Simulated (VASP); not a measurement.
# C in VASP: a series of runs, part 3 of 3

VASP 6.6.1. Earlier steps stand in the parts before.

### Step 6. Electric field gradients, PBE (equal xx and yy strain of -1 %)

INCAR reads:

```
PREC = Accurate ; ENCUT = 520
EDIFF = 1E-8 ; ISMEAR = -1
SIGMA = 0.08 ; LREAL = False
LASPH = True ; NELM = 100
ALGO = Normal ; ISIF = 2
LWAVE = False ; LCHARG = False
GGA = PE ; LEFG = True
NBANDS = 11
```

KPOINTS reads:

```
Automatic mesh
0
Gamma
  20 20 20
```

POSCAR reads:

```
C
1.0
    0.0000000000      1.7655660000      1.7834000000
    1.7655660000      0.0000000000      1.7834000000
    1.7655660000      1.7655660000      0.0000000000
C
2
Direct
    0.5000000000      0.5000000000      0.5000000000
    0.7500000000      0.7500000000      0.7500000000
```

Potentials or basis: VASP PAW PBE potentials, release 64 (C).

Started as:

```sh
$ cat potpaw_PBE.64/C/POTCAR > POTCAR
$ mpirun -np 1 vasp_std > vasp.out
```

OUTCAR:

```text
PREC = Accurate
   ENCUT = 520
   EDIFF = 1E-8
   ISMEAR = -1
   LREAL = False
   LASPH = True
   NELM = 100
   ISIF = 2
   GGA = PE

 ion  position               nearest neighbor table
   1  0.500  0.500  0.500-   2 1.53   2 1.53   2 1.53   2 1.53
   2  0.750  0.750  0.750-   1 1.53   1 1.53   1 1.53   1 1.53

  LATTYP: Found a body centered tetragonal cell.
 ALAT       =     2.4968873825
 C/A-ratio  =     1.4284985479

  Lattice vectors:

 A1 = (  -1.7655660000,   0.0000000000,   1.7834000000)
 A2 = (   1.7655660000,   0.0000000000,   1.7834000000)
 A3 = (   0.0000000000,   1.7655660000,  -1.7834000000)

Analysis of symmetry for initial positions (statically):
=====================================================================
 Subroutine PRICEL returns:
 Original cell was already a primitive cell.

 Routine SETGRP: Setting up the symmetry group for a
 body centered tetragonal supercell.

 Subroutine GETGRP returns: Found 16 space group operations
 (whereof  8 operations were pure point group operations)
 out of a pool of 16 trial point group operations.

The static configuration has the point symmetry D_2d.
 The point group associated with its full space group is D_4h.

Analysis of symmetry for dynamics (positions and initial velocities):
=====================================================================
 Subroutine PRICEL returns:
 Original cell was already a primitive cell.

 Routine SETGRP: Setting up the symmetry group for a
 body centered tetragonal supercell.

 Subroutine GETGRP returns: Found 16 space group operations
 (whereof  8 operations were pure point group operations)
 out of a pool of 16 trial point group operations.

The dynamic configuration has the point symmetry D_2d.
 The point group associated with its full space group is D_4h.

 Subroutine INISYM returns: Found 16 space group operations
 (whereof  8 operations are pure point group operations),
 and found     1 'primitive' translations

----------------------------------------------------------------------------------------

                                     Primitive cell

  volume of cell :      11.1185

  direct lattice vectors                    reciprocal lattice vectors
     0.000000000  1.765566000  1.783400000    -0.283195304  0.283195304  0.280363351
     1.765566000  0.000000000  1.783400000     0.283195304 -0.283195304  0.280363351
     1.765566000  1.765566000  0.000000000     0.283195304  0.283195304 -0.280363351

  length of vectors
     2.509529609  2.509529609  2.496887382     0.488879094  0.488879094  0.488879094

  position of ions in fractional coordinates (direct lattice)
     0.500000000  0.500000000  0.500000000
     0.750000000  0.750000000  0.750000000

  ion indices of the primitive-cell ions
   primitive index   ion index
                 1           1
                 2           2

----------------------------------------------------------------------------------------

[... 74 lines left out ...]
   NFREE  =      0    steps in history (QN), initial steepest desc. (CG)
   ISIF   =      2    stress and relaxation
   ISYM   =      2    0-nonsym 1-usesym 2-fastsym
   POTIM  = 0.5000    time-step for ionic-motion
   TEBEG  =    0.0;   TEEND  =   0.0 temperature during run
   PSTRESS=    0.0 pullay stress
   NELECT =       8.0000    total number of electrons
   NUPDOWN=      -1.0000    fix difference up-down
   EMIN   =  10.00;   EMAX   =-10.00  energy-range for DOS
   EFERMI =   0.00;   METHOD = LEGACY
   ISMEAR =    -1;   SIGMA  =   0.08  broadening in eV -4-tet -1-fermi 0-gaus
   EFERMI_NEDOS =   21; number of points for ismear=-14 and -15
   IALGO  =     38    algorithm
   IMIX   =      4    mixing-type and parameters
     AMIX     =   0.40;   BMIX     =  1.00
     AMIX_MAG =   1.60;   BMIX_MAG =  1.00
  volume/ion in A,a.u.               =       5.56        37.52
  Fermi-wavevector in a.u.,A,eV,Ry     =   1.466975  2.772180 29.279936  2.152015
  Thomas-Fermi vector in A             =   2.582648
   LORBIT       =      0    0 simple, 1 ext, 2 COOP (PROOUT), +10 PAW based schemes
   GGA     = PE    functional components
[... 5 lines left out ...]
 non-spin polarized calculation
  energy-cutoff  :      520.00
  volume of cell :       11.12
 maximum number of plane-waves:       310
   NGX =  9   NGY =  9   NGZ =  9

 number of electron       7.9999999 magnetization

 Free energy of the ion-electron system (eV)
  ---------------------------------------------------
  ext. energy  EPLUGINS =         0.00000000
  ---------------------------------------------------
  free energy    TOTEN  =       -18.17285403 eV

  energy without entropy =      -18.17285403  energy(sigma->0) =      -18.17285403

 E-fermi :  11.4815     XC(G=0): -13.3519

 val. band max:       10.0742424117   @ k =   0.0000   0.0000   0.0000
 cond. band min:      14.1219275065   @ k =   0.3500   0.0000   0.3500
 fundamental gap:      4.0476850948
 Fermi energy:        11.4814764347

 k-point     1 :       0.0000    0.0000    0.0000
  band No.  band energies     occupation
      1     -11.7263      2.00000
      2       9.9189      2.00000
      3      10.0742      2.00000
      4      10.0742      2.00000
      5      15.6267      0.00000
      6      15.6267      0.00000
      7      15.7524      0.00000
      8      23.8153      0.00000
      9      29.5761      0.00000
     10      36.4965      0.00000
     11      37.0459      0.00000
[... 309 lines left out ...]
 k-point    24 :      -0.3500    0.0500    0.0000
  band No.  band energies     occupation
      1      -7.9799      2.00000
      2      -0.5119      2.00000
      3       6.8717      2.00000
      4       7.7197      2.00000
      5      18.4160      0.00000
      6      18.6859      0.00000
      7      19.1525      0.00000
      8      25.5422      0.00000
      9      31.3852      0.00000
     10      33.0979      0.00000
     11      34.8159      0.00000

 [... further k-points ...]
[... 5 lines left out ...]
  --------------------------------------------------------------------------------------
  -------------------------------------------------------------------------------------
  Total        1.0341201      1.0341201      0.3645006      0.0000000      0.0000000      0.0000000
  in kB      149.0166872    149.0166872     52.5245260      0.0000000      0.0000000      0.0000000
  external PRESSURE =     116.8526334 kB  Pullay stress =       0.0000000 kB

 VOLUME and BASIS-vectors are now :
 -----------------------------------------------------------------------------
  energy-cutoff  :      520.00
  volume of cell :       11.12
      direct lattice vectors                 reciprocal lattice vectors
     0.000000000  1.765566000  1.783400000    -0.283195304  0.283195304  0.280363351
     1.765566000  0.000000000  1.783400000     0.283195304 -0.283195304  0.280363351
     1.765566000  1.765566000  0.000000000     0.283195304  0.283195304 -0.280363351

 POSITION                                       TOTAL-FORCE (eV/Angst)
 -----------------------------------------------------------------------------------
      1.76557      1.76557      1.78340         0.000000      0.000000      0.000000
      2.64835      2.64835      2.67510         0.000000      0.000000      0.000000
 -----------------------------------------------------------------------------------
    total drift:                                0.000000     -0.000000      0.000000

  FREE ENERGIE OF THE ION-ELECTRON SYSTEM (eV)
  ---------------------------------------------------
  free  energy   TOTEN  =       -18.1728540304 eV

  energy  without entropy=      -18.1728540304  energy(sigma->0) =      -18.17285403

 Electric field gradients (V/A^2)
---------------------------------------------------------------------
 ion       V_xx      V_yy      V_zz      V_xy      V_xz      V_yz
---------------------------------------------------------------------
   1      -0.199    -0.199     0.399    -0.000    -0.000    -0.000
   2      -0.199    -0.199     0.399    -0.000    -0.000    -0.000
---------------------------------------------------------------------

 Electric field gradients after diagonalization (V/A^2)
 (convention: |V_zz| > |V_xx| > |V_yy|)
----------------------------------------------------------------------
 ion       V_xx      V_yy      V_zz     asymmetry (V_yy - V_xx)/ V_zz
----------------------------------------------------------------------
   1      -0.200    -0.199     0.399       0.001
   2      -0.200    -0.199     0.399       0.001
----------------------------------------------------------------------

           NMR quadrupolar parameters

 Cq : quadrupolar parameter    Cq=e*Q*V_zz/h
 eta: asymmetry parameters     (V_yy - V_xx)/ V_zz
 Q  : nuclear electric quadrupole moment in mb (millibarn)
----------------------------------------------------------------------
 ion       Cq(MHz)       eta       Q (mb)
----------------------------------------------------------------------
   1       0.001       0.001       1.000
   2       0.001       0.001       1.000
----------------------------------------------------------------------
```

OSZICAR:

```text
N       E                     dE             d eps       ncg     rms          rms(c)
DAV:   1     0.134873668906E+01    0.13487E+01   -0.48003E+03 14811   0.699E+02
DAV:   2    -0.184924886028E+02   -0.19841E+02   -0.19229E+02 18338   0.130E+02
DAV:   3    -0.188506008597E+02   -0.35811E+00   -0.35731E+00 16603   0.133E+01
DAV:   4    -0.188511462717E+02   -0.54541E-03   -0.54540E-03 15106   0.649E-01
DAV:   5    -0.188511468811E+02   -0.60941E-06   -0.61007E-06 16166   0.203E-02    0.570E+00
DAV:   6    -0.183421538064E+02    0.50899E+00   -0.26556E-01 14411   0.365E+00    0.341E+00
DAV:   7    -0.181709255250E+02    0.17123E+00   -0.32336E-01 15245   0.407E+00    0.791E-01
DAV:   8    -0.181727942241E+02   -0.18687E-02   -0.89642E-03 14774   0.712E-01    0.443E-02
DAV:   9    -0.181728332551E+02   -0.39031E-04   -0.61688E-05 17031   0.633E-02    0.250E-02
DAV:  10    -0.181728539934E+02   -0.20738E-04   -0.15200E-05 15219   0.346E-02    0.539E-03
DAV:  11    -0.181728540775E+02   -0.84064E-07   -0.25534E-07 17123   0.459E-03    0.521E-04
DAV:  12    -0.181728540371E+02    0.40387E-07   -0.16956E-08 15305   0.129E-03    0.285E-04
DAV:  13    -0.181728540304E+02    0.66665E-08   -0.71029E-10  8074   0.218E-04
   1 F= -.18172854E+02 E0= -.18172854E+02  d E =-.638320E-10
```

It took 28 s on 1 thread of Intel Xeon 6975P-C (Granite Rapids), shared host; peak memory 0.17 GiB.

What came out:

```yaml
Free_energy: -18.1729 eV
Pressure: 11.7 GPa
Band_gap_on_the_k_mesh: 4.05 eV, indirect (least direct gap 5.55 eV)
```

Electric field gradients, principal values (V/Å²):
| atom | least | middle | greatest (by size) |
| --- | --- | --- | --- |
| 1 C | -0.199 | -0.200 | 0.399 |
| 2 C | -0.199 | -0.200 | 0.399 |

Caveat: the cell differs from its parent crystal (equal xx and yy strain of -1 %); without QUAD_EFG the Cq values of the log hold for a quadrupole moment of 1 mb, not for the nuclei.

### Step 7. Summary

```csv
cell,gap on the mesh (eV),pressure (GPa)
"a = 2.555 Å, angles 60.0°, 2 atoms",4.05,-13.7
"a = 2.572 Å, angles 60.0°, 2 atoms",4.00,-20.8
"a = 2.510, b = 2.510, c = 2.497 Å, angles 60.2, 60.2, 59.7°, 2 atoms",4.05,11.7
```

Alike in all rows: task electric field gradients; level PBE; potentials or basis VASP PAW PBE potentials, release 64 (C); no spin polarisation; k mesh 20 × 20 × 20; cutoff (eV) 520; smearing fermi-dirac 0.08 eV.

Absolute energies hang on the potentials; compare differences alone.
